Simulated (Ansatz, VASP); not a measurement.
## One calculation of Al2O3, two programs

```
Al O
1.0
     2.65358    0.00000    0.00000
    -1.32679    2.29807    0.00000
     0.00000    0.00000    9.71022
Al O
2 3
Direct
  0.00000 0.00000 0.14999
  0.00000 0.00000 0.85001
  0.33333 0.66667 0.22232
  0.66667 0.33333 0.00000
  0.33333 0.66667 0.77768
```

Change from the starting cell: strain -0.080 along x and y, +0.040 along z, atoms carried along.

Alike in both runs: task single point; functional r2SCAN; k mesh 12 × 12 × 4; occupations gaussian, width 0.05 eV; no spin polarisation.

```csv
,VASP,Ansatz
version,VASP 6.6.1,Ansatz 0.2.0
potentials or method,"VASP PAW PBE potentials, release 64 (Al, O), cutoff 520 eV","scalar-relativistic, plane waves, PAW"
valence electrons in the cell,24,24
```

Ansatz gave:

```
gap on the k mesh at the Fermi level (eV)                     : 7.12
least direct gap on the mesh (eV)                             : 7.12
pressure (GPa)                                                : 27.7
traceless stress, the component that is largest in VASP (GPa) : -33.35
rms of the force components (eV/Å)                            : 1.125
```

Question: Estimate VASP's values.

Answer: gap on the k mesh at the Fermi level (eV): 7.17; least direct gap on the mesh (eV): 7.17; pressure (GPa): 28.2; traceless stress, the component that is largest in VASP (GPa): -34.06; rms of the force components (eV/Å): 1.133.

VASP's potentials were made for PBE, not for r2SCAN. Atom by atom the forces differ by 0.007 eV/Å (rms over components). The functional is the same, so the differences come from potentials, cutoffs and numerics.
